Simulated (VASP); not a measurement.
# WC (Qusongite) (P-6m2) in VASP: a series of runs

Runs on WC (Qusongite). Level: PBE. Tasks: single point.

Everything below comes from runs of VASP 6.6.1. Logs are shortened: lines on timing, memory, paths and dates and some standing lists are left out, and cuts for length are marked.

### Step 1. The cell of the first run

Symmetry: P-6m2, No. 187, hexagonal system. The conventional cell has a = 2.847 Å, b = 2.847 Å, c = 2.779 Å, α = 90.00°, β = 90.00°, γ = 120.00°. W (site symmetry -6m2) has 6 C at 2.15 Å and 2 W at 2.78 Å within 2.8 Å. C (site symmetry -6m2) has 6 W at 2.15 Å and 2 C at 2.78 Å within 2.8 Å.

### Step 2. Single point, PBE

Input file INCAR:

```
PREC     = Accurate       # precision mode
ENCUT    = 520            # plane-wave cutoff, eV
EDIFF    = 1E-6           # SCF threshold, eV
ISMEAR   = -1             # smearing method
SIGMA    = 0.15           # smearing width, eV
LREAL    = F              # projectors in reciprocal space
LASPH    = T              # aspherical terms in the spheres
NELM     = 60             # most SCF steps
ALGO     = Normal         # electronic algorithm
ISIF     = 2              # what is computed and relaxed
LWAVE    = F              # write WAVECAR
LCHARG   = F              # write CHGCAR
GGA      = PE             # functional
NBANDS   = 16             # bands
```

Input file KPOINTS:

```
Automatic mesh
0
Gamma
  11 11 10
```

Input file POSCAR:

```
WC
1.0
    2.8471670250      0.0000000000      0.0000000000
   -1.4235835125      2.4657161942      0.0000000000
    0.0000000000      0.0000000000      2.7786939560
W C
1 1
Direct
    0.0000000000      0.0000000000      0.0000000000
    0.6666666667      0.3333333333      0.5000000000
```

Potentials or basis: VASP PAW PBE potentials, release 64 (W_sv, C).

The run is started by

```console
> cat potpaw_PBE.64/W_sv/POTCAR potpaw_PBE.64/C/POTCAR > POTCAR
> mpirun -np 1 vasp_std > vasp.out
```

OUTCAR:

```text
PREC = Accurate
   ENCUT = 520
   EDIFF = 1E-6
   ISMEAR = -1
   LREAL = F
   LASPH = T
   NELM = 60
   ISIF = 2
   GGA = PE

 ion  position               nearest neighbor table
   1  0.000  0.000  0.000-   2 2.15   2 2.15   2 2.15   2 2.15   2 2.15   2 2.15
   2  0.667  0.333  0.500-   1 2.15   1 2.15   1 2.15   1 2.15   1 2.15   1 2.15

  LATTYP: Found a hexagonal cell.
 ALAT       =     2.8471670250
 C/A-ratio  =     0.9759504559

  Lattice vectors:

 A1 = (   2.8471670250,   0.0000000000,   0.0000000000)
 A2 = (  -1.4235835125,   2.4657161942,   0.0000000000)
 A3 = (   0.0000000000,   0.0000000000,   2.7786939560)

Analysis of symmetry for initial positions (statically):
=====================================================================
 Subroutine PRICEL returns:
 Original cell was already a primitive cell.

 Routine SETGRP: Setting up the symmetry group for a
 hexagonal supercell.

 Subroutine GETGRP returns: Found 12 space group operations
 (whereof 12 operations were pure point group operations)
 out of a pool of 24 trial point group operations.

The static configuration has the point symmetry D_3h.

Analysis of symmetry for dynamics (positions and initial velocities):
=====================================================================
 Subroutine PRICEL returns:
 Original cell was already a primitive cell.

 Routine SETGRP: Setting up the symmetry group for a
 hexagonal supercell.

 Subroutine GETGRP returns: Found 12 space group operations
 (whereof 12 operations were pure point group operations)
 out of a pool of 24 trial point group operations.

The dynamic configuration has the point symmetry D_3h.

 Subroutine INISYM returns: Found 12 space group operations
 (whereof 12 operations are pure point group operations),
 and found     1 'primitive' translations

----------------------------------------------------------------------------------------

                                     Primitive cell

  volume of cell :      19.5073

  direct lattice vectors                    reciprocal lattice vectors
     2.847167025  0.000000000  0.000000000     0.351226321  0.202780840  0.000000000
    -1.423583513  2.465716194  0.000000000     0.000000000  0.405561679  0.000000000
     0.000000000  0.000000000  2.778693956     0.000000000  0.000000000  0.359881302

  length of vectors
     2.847167025  2.847164619  2.778693956     0.405561336  0.405561679  0.359881302
[... 73 lines left out ...]
   ISTART =      0    job   : 0-new  1-cont  2-samecut
   ICHARG =      2    charge: 1-file 2-atom 10-const
   ISPIN  =      1    spin polarized calculation?
   LNONCOLLINEAR =      F non collinear calculations
   LSORBIT =      F    spin-orbit coupling
   LASPH  =      T    aspherical Exc in radial PAW
   ENCUT  =  520.0 eV  38.22 Ry    6.18 a.u.   5.29  5.29  5.17*2*pi/ulx,y,z
   NELM   =     60;   NELMIN=  2; NELMDL= -5     # of ELM steps
   EDIFF  = 0.1E-05   stopping-criterion for ELM
   LREAL  =      F    real-space projection
   EDIFFG = 0.1E-04   stopping-criterion for IOM
   NSW    =      0    number of steps for IOM
   IBRION =     -1    ionic relax: 0-MD 1-quasi-New 2-CG
   NFREE  =      0    steps in history (QN), initial steepest desc. (CG)
   ISIF   =      2    stress and relaxation
   ISYM   =      2    0-nonsym 1-usesym 2-fastsym
   POTIM  = 0.5000    time-step for ionic-motion
   TEBEG  =    0.0;   TEEND  =   0.0 temperature during run
   PSTRESS=    0.0 pullay stress
   NELECT =      18.0000    total number of electrons
   NUPDOWN=      -1.0000    fix difference up-down
   EMIN   =  10.00;   EMAX   =-10.00  energy-range for DOS
   EFERMI =   0.00;   METHOD = LEGACY
   ISMEAR =    -1;   SIGMA  =   0.15  broadening in eV -4-tet -1-fermi 0-gaus
   EFERMI_NEDOS =   21; number of points for ismear=-14 and -15
   IALGO  =     38    algorithm
   IMIX   =      4    mixing-type and parameters
     AMIX     =   0.40;   BMIX     =  1.00
     AMIX_MAG =   1.60;   BMIX_MAG =  1.00
  volume/ion in A,a.u.               =       9.75        65.82
  Fermi-wavevector in a.u.,A,eV,Ry     =   1.593799  3.011842 34.561433  2.540194
  Thomas-Fermi vector in A             =   2.691972
   LORBIT       =      0    0 simple, 1 ext, 2 COOP (PROOUT), +10 PAW based schemes
   GGA     = PE    functional components
   LHFCALC =     F    Hartree Fock is set to
   AEXX    =    0.0000 exact exchange contribution
   IVDW    =     0    specifies the selected vdW correction
   LEPSILON=     F    determine dielectric tensor
   LRPA    =     F    only Hartree local field effects (RPA)
 non-spin polarized calculation
  energy-cutoff  :      520.00
  volume of cell :       19.51
 maximum number of plane-waves:       541
 NGX is ok and might be reduce to    24
   NGX = 11   NGY = 11   NGZ = 11

 number of electron      18.0000000 magnetization

 Free energy of the ion-electron system (eV)
  ---------------------------------------------------
  ext. energy  EPLUGINS =         0.00000000
  ---------------------------------------------------
  free energy    TOTEN  =       -22.29225514 eV

  energy without entropy =      -22.27086575  energy(sigma->0) =      -22.28156045

 E-fermi :  12.0622     XC(G=0): -14.1474

 val. band max:       12.0228504032   @ k =   0.4545   0.0000   0.4000
 cond. band min:      12.0702196505   @ k =   0.0000   0.0000   0.1000
 fundamental gap:      0.0473692473
 Fermi energy:        12.0621580697

 k-point     1 :       0.0000    0.0000    0.0000
  band No.  band energies     occupation
      1     -61.8823      2.00000
      2     -25.8618      2.00000
      3     -25.7353      2.00000
      4     -25.7352      2.00000
      5      -2.9457      2.00000
      6       7.3075      2.00000
[... 433 lines left out ...]
      3     -25.8842      2.00000
      4     -25.8576      2.00000
      5      -1.2679      2.00000
      6       6.3873      2.00000
[... 8 lines left out ...]
     15      25.9411      0.00000
     16      30.4753      0.00000

 [... further k-points ...]
[... 5 lines left out ...]
  --------------------------------------------------------------------------------------
  -------------------------------------------------------------------------------------
  Total        4.2352795      4.2352699      4.6773675      0.0000000      0.0000000      0.0000000
  in kB      347.8531238    347.8523399    384.1628205      0.0000000      0.0000000      0.0000000
  external PRESSURE =     359.9560947 kB  Pullay stress =       0.0000000 kB

 VOLUME and BASIS-vectors are now :
 -----------------------------------------------------------------------------
  energy-cutoff  :      520.00
  volume of cell :       19.51
      direct lattice vectors                 reciprocal lattice vectors
     2.847167025  0.000000000  0.000000000     0.351226321  0.202780840  0.000000000
    -1.423583513  2.465716194  0.000000000     0.000000000  0.405561679  0.000000000
     0.000000000  0.000000000  2.778693956     0.000000000  0.000000000  0.359881302

 POSITION                                       TOTAL-FORCE (eV/Angst)
 -----------------------------------------------------------------------------------
      0.00000      0.00000      0.00000        -0.000000     -0.000000      0.000000
      1.42358      0.82191      1.38935         0.000000      0.000000      0.000000
 -----------------------------------------------------------------------------------
    total drift:                               -0.000000     -0.000012      0.000000

  FREE ENERGIE OF THE ION-ELECTRON SYSTEM (eV)
  ---------------------------------------------------
  free  energy   TOTEN  =       -22.2922551411 eV

  energy  without entropy=      -22.2708657524  energy(sigma->0) =      -22.28156045
```

stdout:

```text
POSCAR found type information on POSCAR W C
 POSCAR found :  2 types and       2 ions
 scaLAPACK will be used
 LDA part: xc-table for (Slater+PW92), standard interpolation
 POSCAR, INCAR and KPOINTS ok, starting setup
 FFT: planning ... GRIDC
 FFT: planning ... GRID_SOFT
 FFT: planning ... GRID
 WAVECAR not read
 entering main loop
```

Wall time 14 s (1 thread of Intel Xeon Platinum 8375C at 2.90GHz (Ice Lake), shared host); peak memory 0.15 GiB.

What came out:

| Quantity | Value |
| --- | --- |
| Free energy | -22.2923 eV |
| Pressure | 36.0 GPa |
| Band gap on the k mesh | zero (band 9 reaches 12.63 eV, above the bottom of band 10 at 11.33 eV) |

Caveat: spin-orbit coupling is left out, which moves the levels of the heavy elements.

### Step 3. Single point, PBE

This run uses another cell than the first one, of 9.96 Å³/atom, 1.021 times its volume.

Input file INCAR:

```
PREC = Accurate
ENCUT = 520
EDIFF = 1E-6
ISMEAR = -1
SIGMA = 0.15
LREAL = F
LASPH = T
NELM = 60
ALGO = Normal
ISIF = 2
LWAVE = F
LCHARG = F
GGA = PE
NBANDS = 16
```

KPOINTS is that of step 2.

Input file POSCAR:

```
WC
1.0
    2.8672181576      0.0000000000      0.0000000000
   -1.4336090788      2.4830809649      0.0000000000
    0.0000000000      0.0000000000      2.7982628680
W C
1 1
Direct
    0.0000000000      0.0000000000      0.0000000000
    0.6666666667      0.3333333333      0.5000000000
```

Potentials or basis: VASP PAW PBE potentials, release 64 (W_sv, C).

The run is started by

```console
> cat potpaw_PBE.64/W_sv/POTCAR potpaw_PBE.64/C/POTCAR > POTCAR
> mpirun -np 1 vasp_std > vasp.out
```

It took 16 s on 1 thread of Intel Xeon Platinum 8375C at 2.90GHz (Ice Lake), shared host; peak memory 0.16 GiB.

Results (log left out):

| Property | Result |
| --- | --- |
| Free energy | -22.3716 eV |
| Pressure | 25.2 GPa |
| Band gap on the k mesh | zero (band 9 reaches 12.32 eV, above the bottom of band 10 at 11.04 eV) |

Stress tensor (GPa, compression positive):
```
24.53  0.00  0.00
 0.00 24.53  0.00
 0.00  0.00 26.62
```

Levels at points of the mesh, in eV from the Fermi level:
```tsv
k point	band 5	band 6	band 7	band 8	band 9	band 10	band 11	band 12	band 13	band 14
(0.00, 0.00, 0.00)	-14.84	-4.62	-3.58	-3.58	0.03	3.36	3.36	5.79	5.79	6.58
(0.00, 0.00, 0.50)	-10.56	-8.98	-2.19	-2.19	-0.70	-0.70	3.77	4.56	4.56	10.17
```

Caveat: spin-orbit coupling is left out, which moves the levels of the heavy elements.

(Part 1 of 2 ends here.)
